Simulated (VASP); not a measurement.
# SiC (P6_3mc) in VASP: further runs, part 2 of 3

VASP 6.6.1. Earlier steps stand in the parts before.

## (4) Single point, PBE

This run uses another cell than the first one, of 9.38 Å³/atom.

Contents of INCAR:

```
SYSTEM = SiC
PREC = Accurate ; ENCUT = 600
EDIFF = 1E-6 ; ISMEAR = 0
SIGMA = 0.01 ; LREAL = .FALSE.
LASPH = .TRUE. ; NELM = 120
ALGO = Normal ; ISIF = 2
LWAVE = .FALSE. ; LCHARG = .FALSE.
GGA = PE ; NBANDS = 16
GGA_COMPAT = .FALSE.
```

Contents of KPOINTS:

```
Automatic mesh
0
G
  6 6 4
  0 0 0
```

Contents of POSCAR:

```
SiC
1.0
    2.9793225816      0.0000000000      0.0000000000
   -1.4896612908      2.5801690417      0.0000000000
    0.0000000000      0.0000000000      4.8817557516
Si C
2 2
Direct
    0.3333333333      0.6666666667      0.0045132278
    0.6666666667      0.3333333333      0.5045132278
    0.3333333333      0.6666666667      0.3804867722
    0.6666666667      0.3333333333      0.8804867722
```

Potentials or basis: VASP PAW PBE potentials, release 64 (Si, C).

The run is started by

```
$ cat potpaw_PBE.64/Si/POTCAR potpaw_PBE.64/C/POTCAR > POTCAR
$ mpirun -np 1 vasp_std > vasp.out
```

OUTCAR:

```text
SYSTEM = SiC
   PREC = Accurate
   ENCUT = 600
   EDIFF = 1E-6
   ISMEAR = 0
   LREAL = .FALSE.
   LASPH = .TRUE.
   NELM = 120
   ISIF = 2
   GGA = PE

 ion  position               nearest neighbor table
   1  0.333  0.667  0.005-   4 1.82   4 1.82   4 1.82   3 1.84   2 2.99   2 2.99   2 2.99   2 2.99
                             2 2.99   2 2.99
   2  0.667  0.333  0.505-   3 1.82   3 1.82   3 1.82   4 1.84   1 2.99   1 2.99   1 2.99   1 2.99
                             1 2.99   1 2.99
   3  0.333  0.667  0.380-   2 1.82   2 1.82   2 1.82   1 1.84
   4  0.667  0.333  0.880-   1 1.82   1 1.82   1 1.82   2 1.84

  LATTYP: Found a hexagonal cell.
 ALAT       =     2.9793225816
 C/A-ratio  =     1.6385455478

  Lattice vectors:

 A1 = (   2.9793225816,   0.0000000000,   0.0000000000)
 A2 = (  -1.4896612908,   2.5801690417,   0.0000000000)
 A3 = (   0.0000000000,   0.0000000000,   4.8817557516)

Analysis of symmetry for initial positions (statically):
=====================================================================
 Subroutine PRICEL returns:
 Original cell was already a primitive cell.

 Routine SETGRP: Setting up the symmetry group for a
 hexagonal supercell.

 Subroutine GETGRP returns: Found 12 space group operations
 (whereof  6 operations were pure point group operations)
 out of a pool of 24 trial point group operations.

The static configuration has the point symmetry C_3v.
 The point group associated with its full space group is C_6v.

Analysis of symmetry for dynamics (positions and initial velocities):
=====================================================================
 Subroutine PRICEL returns:
 Original cell was already a primitive cell.

 Routine SETGRP: Setting up the symmetry group for a
 hexagonal supercell.

 Subroutine GETGRP returns: Found 12 space group operations
 (whereof  6 operations were pure point group operations)
 out of a pool of 24 trial point group operations.

The dynamic configuration has the point symmetry C_3v.
 The point group associated with its full space group is C_6v.

 Subroutine INISYM returns: Found 12 space group operations
 (whereof  6 operations are pure point group operations),
 and found     1 'primitive' translations

----------------------------------------------------------------------------------------

                                     Primitive cell

  volume of cell :      37.5268

  direct lattice vectors                    reciprocal lattice vectors
     2.979322582  0.000000000  0.000000000     0.335646770  0.193785753  0.000000000
    -1.489661291  2.580169042  0.000000000     0.000000000  0.387571506  0.000000000
     0.000000000  0.000000000  4.881755752     0.000000000  0.000000000  0.204844333

  length of vectors
     2.979322582  2.979322582  4.881755752     0.387571506  0.387571506  0.204844333

  position of ions in fractional coordinates (direct lattice)
     0.333333333  0.666666667  0.004513228
     0.666666667  0.333333333  0.504513228
     0.333333333  0.666666667  0.380486772
     0.666666667  0.333333333  0.880486772

  ion indices of the primitive-cell ions
   primitive index   ion index
                 1           1
                 2           2
                 3           3
[... 27 lines left out ...]

 Following reciprocal coordinates:
            Coordinates               Weight
  0.000000  0.000000  0.000000      1.000000
  0.166667  0.000000  0.000000      6.000000
  0.333333  0.000000  0.000000      6.000000
  0.500000  0.000000  0.000000      3.000000
  0.166667  0.166667  0.000000      6.000000
  0.333333  0.166667  0.000000     12.000000
[... 13 lines left out ...]
  0.333333  0.166667  0.500000     12.000000
  0.333333  0.333333  0.500000      2.000000
   k-points           NKPTS =     21   k-points in BZ     NKDIM =     21   number of bands    NBANDS=     16
   number of dos      NEDOS =    301   number of ions     NIONS =      4
   total plane-waves  NPLWV =  23040
   dimension x,y,z NGX =    24 NGY =   24 NGZ =   40
   dimension x,y,z NGXF=    48 NGYF=   48 NGZF=   80
   ions per type =               2   2
   NGX,Y,Z   is equivalent  to a cutoff of  13.39, 13.39, 13.62 a.u.
   NGXF,Y,Z  is equivalent  to a cutoff of  26.78, 26.78, 27.24 a.u.
 SYSTEM =  SiC
   PREC   = accura    normal or accurate (medium, high low for compatibility)
   ISTART =      0    job   : 0-new  1-cont  2-samecut
   ICHARG =      2    charge: 1-file 2-atom 10-const
   ISPIN  =      1    spin polarized calculation?
   LNONCOLLINEAR =      F non collinear calculations
   LSORBIT =      F    spin-orbit coupling
   LASPH  =      T    aspherical Exc in radial PAW
   ENCUT  =  600.0 eV  44.10 Ry    6.64 a.u.   5.95  5.95  9.75*2*pi/ulx,y,z
   NELM   =    120;   NELMIN=  2; NELMDL= -5     # of ELM steps
   EDIFF  = 0.1E-05   stopping-criterion for ELM
   LREAL  =      F    real-space projection
   EDIFFG = 0.1E-04   stopping-criterion for IOM
   NSW    =      0    number of steps for IOM
   IBRION =     -1    ionic relax: 0-MD 1-quasi-New 2-CG
   NFREE  =      0    steps in history (QN), initial steepest desc. (CG)
   ISIF   =      2    stress and relaxation
   ISYM   =      2    0-nonsym 1-usesym 2-fastsym
   POTIM  = 0.5000    time-step for ionic-motion
   TEBEG  =    0.0;   TEEND  =   0.0 temperature during run
   PSTRESS=    0.0 pullay stress
   NELECT =      16.0000    total number of electrons
   NUPDOWN=      -1.0000    fix difference up-down
   EMIN   =  10.00;   EMAX   =-10.00  energy-range for DOS
   EFERMI =   0.00;   METHOD = LEGACY
   ISMEAR =     0;   SIGMA  =   0.01  broadening in eV -4-tet -1-fermi 0-gaus
   EFERMI_NEDOS =   21; number of points for ismear=-14 and -15
   IALGO  =     38    algorithm
   IMIX   =      4    mixing-type and parameters
     AMIX     =   0.40;   BMIX     =  1.00
     AMIX_MAG =   1.60;   BMIX_MAG =  1.00
  volume/ion in A,a.u.               =       9.38        63.31
  Fermi-wavevector in a.u.,A,eV,Ry     =   1.232161  2.328447 20.656659  1.518222
  Thomas-Fermi vector in A             =   2.366942
   LORBIT       =      0    0 simple, 1 ext, 2 COOP (PROOUT), +10 PAW based schemes
   GGA     = PE    functional components
   LHFCALC =     F    Hartree Fock is set to
   AEXX    =    0.0000 exact exchange contribution
   IVDW    =     0    specifies the selected vdW correction
   LEPSILON=     F    determine dielectric tensor
   LRPA    =     F    only Hartree local field effects (RPA)
 non-spin polarized calculation
 Gauss-broadening in eV      SIGMA  =   0.01
  energy-cutoff  :      600.00
  volume of cell :       37.53
 maximum number of plane-waves:      1290
 NGX is ok and might be reduce to    24
   NGX = 11   NGY = 11   NGZ = 19

 number of electron      15.9999999 magnetization

 Free energy of the ion-electron system (eV)
  ---------------------------------------------------
  ext. energy  EPLUGINS =         0.00000000
  ---------------------------------------------------
  free energy    TOTEN  =       -29.72093799 eV

  energy without entropy =      -29.72093799  energy(sigma->0) =      -29.72093799

 E-fermi :   9.4856     XC(G=0): -11.7790

 val. band max:        9.4013042040   @ k =   0.0000   0.0000   0.0000
 cond. band min:      11.5034895337   @ k =   0.3333   0.3333   0.0000
 fundamental gap:      2.1021853297
 Fermi energy:         9.4855635892

 k-point     1 :       0.0000    0.0000    0.0000
  band No.  band energies     occupation
      1      -6.9636      2.00000
      2      -3.0059      2.00000
      3       0.1327      2.00000
      4       8.0345      2.00000
      5       8.0345      2.00000
      6       9.3028      2.00000
[... 376 lines left out ...]
      3       1.3391      2.00000
      4       1.3391      2.00000
      5       3.2652      2.00000
      6       3.2652      2.00000
[... 8 lines left out ...]
     15      21.5399      0.00000
     16      21.5399      0.00000

------------------------ aborting loop because EDIFF is reached ----------------------------------------

  FORCE on cell =-STRESS in cart. coord.  units (eV):
  Direction    XX          YY          ZZ          XY          YZ          ZX
  --------------------------------------------------------------------------------------
  -------------------------------------------------------------------------------------
  Total        6.9605785      6.9605785      6.9643368      0.0000000      0.0000000      0.0000000
  in kB      297.1763080    297.1763080    297.3367669      0.0000000      0.0000000      0.0000000
  external PRESSURE =     297.2297943 kB  Pullay stress =       0.0000000 kB

 VOLUME and BASIS-vectors are now :
 -----------------------------------------------------------------------------
  energy-cutoff  :      600.00
  volume of cell :       37.53
      direct lattice vectors                 reciprocal lattice vectors
     2.979322582  0.000000000  0.000000000     0.335646770  0.193785753  0.000000000
    -1.489661291  2.580169042  0.000000000     0.000000000  0.387571506  0.000000000
     0.000000000  0.000000000  4.881755752     0.000000000  0.000000000  0.204844333

 POSITION                                       TOTAL-FORCE (eV/Angst)
 -----------------------------------------------------------------------------------
     -0.00000      1.72011      0.02203         0.000000     -0.000000      0.000227
      1.48966      0.86006      2.46291         0.000000      0.000000      0.000227
     -0.00000      1.72011      1.85744         0.000000     -0.000000     -0.000227
      1.48966      0.86006      4.29832        -0.000000      0.000000     -0.000227
 -----------------------------------------------------------------------------------
    total drift:                                0.000000      0.000000     -0.000122

  FREE ENERGIE OF THE ION-ELECTRON SYSTEM (eV)
  ---------------------------------------------------
  free  energy   TOTEN  =       -29.7209379900 eV

  energy  without entropy=      -29.7209379900  energy(sigma->0) =      -29.72093799
```

Wall time 19 s (1 thread of Intel Xeon Platinum 8375C at 2.90GHz (Ice Lake), shared host); peak memory 0.15 GiB.

What came out:

```
Free energy            : -29.7209 eV
Pressure               : 29.7 GPa
Band gap on the k mesh : 2.10 eV (least direct gap 4.15 eV)
```

Caveat: the cell stands under pressure. A k mesh can miss the band edges.

## (5) Single point, PBE

This run uses another cell than the first one, of 10.06 Å³/atom.

Contents of INCAR:

```
SYSTEM = SiC
ALGO = Normal
EDIFF = 1E-6
ENCUT = 600
GGA = PE
GGA_COMPAT = .False.
ISIF = 2
ISMEAR = 0
LASPH = .True.
LCHARG = .True.
LELF = .True.
LREAL = .False.
LVHAR = .True.
LWAVE = .False.
NBANDS = 16
NELM = 120
PREC = Accurate
SIGMA = 0.01
```

Contents of KPOINTS:

```
k-points
0
Gamma
  6 6 4
  0 0 0
```

Contents of POSCAR:

```
SiC
1.0
    3.0487638163      0.0000000000      0.0000000000
   -1.5243819082      2.6403069151      0.0000000000
    0.0000000000      0.0000000000      4.9992038176
Si C
2 2
Direct
    0.3333333333      0.6666666667      0.0045290071
    0.6666666667      0.3333333333      0.5045290071
    0.3333333333      0.6666666667      0.3804709929
    0.6666666667      0.3333333333      0.8804709929
```

The run is started by

```
$ cat potpaw_PBE.64/Si/POTCAR potpaw_PBE.64/C/POTCAR > POTCAR
$ mpirun -np 1 vasp_std > vasp.out
```

Wall time 22 s (1 thread of Intel Xeon Platinum 8375C at 2.90GHz (Ice Lake), shared host); peak memory 0.15 GiB.

Results (log left out):

- Free energy: -30.0497 eV
- Pressure: 9.8 GPa
- Band gap on the k mesh: 2.23 eV (least direct gap 4.02 eV)

Levels at points of the mesh, in eV from the valence-band top:
```csv
k point,band 4,band 5,band 6,band 7,band 8,band 9,band 10,band 11,band 12,band 13
"(0.00, 0.00, 0.00)",-1.33,-1.33,-0.10,0.00,0.00,5.02,6.51,6.82,6.82,7.99
"(0.50, 0.00, 0.00)",-6.35,-5.53,-3.38,-3.36,-1.20,2.82,4.26,7.09,7.24,10.34
"(0.00, 0.00, 0.50)",-4.48,-0.72,-0.72,-0.72,-0.72,6.12,6.12,7.49,7.49,7.49
"(0.50, 0.00, 0.50)",-8.39,-2.48,-2.48,-2.35,-2.35,3.35,3.35,5.38,5.38,10.57
```

Caveat: the cell stands under pressure. As with any semilocal functional, this PBE gap is likely too small.

(Part 2 of 3 ends here.)
